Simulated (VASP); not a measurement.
**Pt3I2: single point with PBE**

Pt3I2:

```
CELL_PARAMETERS angstrom
3.77330 0.00000 0.00000
-1.88665 3.26777 0.00000
0.00000 0.00000 8.94097
ATOMIC_POSITIONS crystal
Pt 0.00000 0.00000 0.00000
Pt 0.33333 0.66667 0.58804
Pt 0.66667 0.33333 0.41196
I 0.33333 0.66667 0.20083
I 0.66667 0.33333 0.79917
```

```json
{
 "Program": "VASP 6.6.1",
 "Task": "single point",
 "Functional": "PBE",
 "Potentials or basis": "VASP PAW PBE potentials, release 64 (Pt, I)",
 "Cutoff": "520 eV",
 "k mesh": "6 × 6 × 4",
 "Occupations": "gaussian, width 0.1 eV",
 "Spin": "no spin polarisation",
 "Dipole correction": "no",
 "Further INCAR settings": "ALGO = Normal; EDIFF = 1e-06; NBANDS = 30"
}
```

| Quantity | Value |
| --- | --- |
| Pressure | -0.2 GPa |
| Largest force | 0.005 eV/Å |
| Band gap on the k mesh | zero (band 22 reaches 8.53 eV, above the bottom of band 23 at 8.00 eV) |

Forces in eV/Å, atoms in the order of the input:
```
Pt   0.000  0.000  0.000
Pt   0.000  0.000 -0.003
Pt   0.000  0.000  0.003
I    0.000  0.000  0.005
I    0.000  0.000 -0.005
```

Stress tensor (GPa, compression positive):
```
-0.22  0.00  0.00
 0.00 -0.22  0.00
 0.00  0.00 -0.30
```

Levels at points of the mesh, in eV from the Fermi level:
```
           k point  band 20  band 21  band 22  band 23  band 24  band 25
(0.00, 0.00, 0.00)    -0.91    -0.48    -0.48     1.12     1.12     3.44
(0.50, 0.00, 0.00)    -0.78    -0.62    -0.53     0.85     1.07     1.18
(0.00, 0.00, 0.50)    -0.45     0.00     0.00     0.74     0.74     1.66
(0.50, 0.00, 0.50)    -1.14    -0.03     0.11     0.11     0.75     0.81
```

Run time: 35 s on 1 thread of Intel(R) Xeon(R) 6975P-C (Granite Rapids), on a shared host, peak memory 0.25 GiB.

Caveat: spin-orbit coupling is left out, which moves the levels of the heavy elements.
